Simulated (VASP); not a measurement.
**Be: relaxation of cell and atoms with PBE**

The system is Be.

```
Be
1.0
     2.28530    0.00000    0.00000
    -1.14265    1.97913    0.00000
     0.00000    0.00000    3.58420
Be
2
Direct
  0.33333 0.66667 0.25000
  0.66667 0.33333 0.75000
```

* Program: VASP 6.6.1
* Task: relaxation of cell and atoms
* Functional: PBE
* Potentials or basis: VASP PAW PBE potentials, release 64 (Be)
* Cutoff: 600 eV
* k mesh: 21 × 21 × 12
* Occupations: gaussian, width 0.1 eV
* Spin: no spin polarisation
* Dipole correction: no
* Further INCAR settings: ALGO = Normal; EDIFF = 1e-06; IBRION = 2; EDIFFG = -0.002; NSW = 100; ISIF = 3

```json
{
 "Relaxed volume": "7.92 Å³/atom",
 "Relaxed cell": "a = 2.264 Å, b = 2.264 Å, c = 3.568 Å, α = 90.00°, β = 90.00°, γ = 120.00°",
 "Space group after relaxing (to 0.1 Å)": "P6_3/mmc (No. 194)",
 "Energy gained by relaxing": "1.8 meV/atom",
 "Ionic steps": "8",
 "Pressure after relaxing": "0.0 GPa",
 "Band gap on the k mesh": "zero (bands 2 and 3 overlap by 2.08 eV)"
}
```

The path:
```csv
step,energy change (eV),largest force (eV/Å),pressure (GPa),volume (Å³)
1,0.0000,0.0000,-2.73,16.21
2,-0.0034,0.0000,-0.41,15.89
3,-0.0035,0.0000,0.04,15.83
4,-0.0035,0.0000,0.10,15.82
5,-0.0035,0.0000,0.05,15.83
6,-0.0035,0.0000,0.05,15.83
7,-0.0035,0.0000,0.05,15.83
8,-0.0035,0.0000,0.00,15.83
```

Final structure:
```
Be
1.0
     2.26353    0.00000    0.00000
    -1.13177    1.96028    0.00000
     0.00000    0.00000    3.56827
Be
2
Direct
  0.33333 0.66667 0.25000
  0.66667 0.33333 0.75000
```

Levels at points of the mesh, in eV from the Fermi level:
| k point | band 1 | band 2 | band 3 | band 4 | band 5 | band 6 |
| --- | --- | --- | --- | --- | --- | --- |
| (0.00, 0.00, 0.00) | -11.39 | -4.49 | 1.05 | 15.96 | 15.96 | 18.80 |
| (0.00, 0.00, 0.50) | -9.23 | -9.23 | 10.62 | 10.62 | 17.60 | 17.60 |

Wall time 27 s on 1 thread of Intel(R) Xeon(R) 6975P-C (Granite Rapids), on a shared host, peak memory 0.15 GiB.
